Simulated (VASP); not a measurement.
Input of a VASP 6.6.1 run:

The input INCAR:

```
SYSTEM = C
  PREC = Accurate
  ENCUT = 520
  EDIFF = 1E-6
  ISMEAR = 0
  SIGMA = 0.03
  LREAL = .False.
  LASPH = .True.
  NELM = 60
  ALGO = Normal
  ISIF = 2
  LWAVE = .False.
  LCHARG = .False.
  GGA = PE
  IVDW = 12
  NBANDS = 11
```

Contents of KPOINTS:

```
regular mesh
0
Gamma
  16 16 16
  0 0 0
```

The input POSCAR:

```
C
1.0
    0.0000000000      2.1341717713      3.3921351652
    1.2328129398      0.0000000000      3.3921351652
    1.2328129398      2.1341717713      0.0000000000
C
2
Direct
    0.1666503903      0.8333349378      0.1666487001
    0.8333496097      0.1666650622      0.8333512999
```

Potentials or basis: VASP PAW PBE potentials, release 64 (C).

Run with:

```console
$ cat potpaw_PBE.64/C/POTCAR > POTCAR
$ mpirun -np 1 vasp_std > vasp.out
```

Problem. Estimate the dispersion energy per atom.

Solution. -0.154 eV.

Problem. Predict the pressure.

Solution. 0.4 GPa.

Forces in eV/Å, atoms in the order of the input:
```
C    0.002  0.000  0.002
C   -0.002  0.000 -0.002
```
